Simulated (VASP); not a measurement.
Runs of VASP 6.6.1 on Hf. The structure is that of space group Im-3m (No. 229), or close to it. The cells are those of the table. 

| task | cell | gap on the mesh (eV) | pressure (GPa) |
| --- | --- | --- | --- |
| single point | a = 3.045 Å, angles 109.5°, 1 atom | none | -0.4 |
| relaxation of cell and atoms | relaxed to 40 GPa from a = 3.126 Å, angles 109.5°, 1 atom | none | 40.0 |
| relaxation of cell and atoms | relaxed to 60 GPa from a = 3.126 Å, angles 109.5°, 1 atom | none | 60.0 |
| single point | a = 2.706 Å, angles 109.5°, 1 atom | none | (a) |
| relaxation of cell and atoms | relaxed to 20 GPa from a = 3.126 Å, angles 109.5°, 1 atom | none | 20.0 |
| relaxation of cell and atoms | relaxed from a = 3.126 Å, angles 109.5°, 1 atom | none | 0.0 |
| single point | a = 2.770 Å, angles 109.5°, 1 atom | none | 39.9 |
| single point | a = 2.877 Å, angles 109.5°, 1 atom | none | 20.0 |

Alike in all rows: level PBEsol; potentials or basis VASP PAW PBE potentials, release 64 (Hf_pv); no spin polarisation; k mesh 7 × 7 × 7; cutoff (eV) 500; smearing methfessel-paxton 0.05 eV.

Task: Estimate the missing entries.

Result: (a) 58.9.

Caveats: some runs use coarse meshes; the PAW data sets were made with another functional, which shifts forces and pressure a little; spin-orbit coupling is left out, which moves the levels of the heavy elements; the cell is relaxed towards a set pressure, so the enthalpy falls and the energy may rise (some runs).

A k mesh can miss the band edges, and the runs leave out spin-orbit coupling on Hf.

A gap of «none» marks levels without a gap at the run's occupations.
